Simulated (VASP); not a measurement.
Input of a VASP 6.6.1 run:

INCAR

```
SYSTEM = BiB
ALGO = Normal
EDIFF = 1E-6
ENCUT = 520
GGA = PE
ISIF = 2
ISMEAR = 0
LASPH = .TRUE.
LCHARG = .FALSE.
LREAL = .FALSE.
LWAVE = .FALSE.
NBANDS = 16
NELM = 60
PREC = Accurate
SIGMA = 0.01
```

Contents of KPOINTS:

```
k-points
0
G
  6 6 6
  0 0 0
```

The input POSCAR:

```
BiB
1.0
    0.0000000000      2.7321460205      2.7321460205
    2.7321460205      0.0000000000      2.7321460205
    2.7321460205      2.7321460205      0.0000000000
B Bi
1 1
Direct
    0.0000000000      0.0000000000      0.0000000000
    0.2500000000      0.2500000000      0.2500000000
```

Potentials or basis: VASP PAW PBE potentials, release 64 (B, Bi_d).

Launch:

```console
$ cat potpaw_PBE.64/B/POTCAR potpaw_PBE.64/Bi_d/POTCAR > POTCAR
$ mpirun -np 1 vasp_std > vasp.out
```

Task: What does it give for the band gap on the k mesh?

Result: 0.38 eV, direct.

Task: Predict the pressure.

Result: 2.2 GPa.

Caveat: spin-orbit coupling is left out, which moves the levels of the heavy elements. A k mesh can miss the band edges.
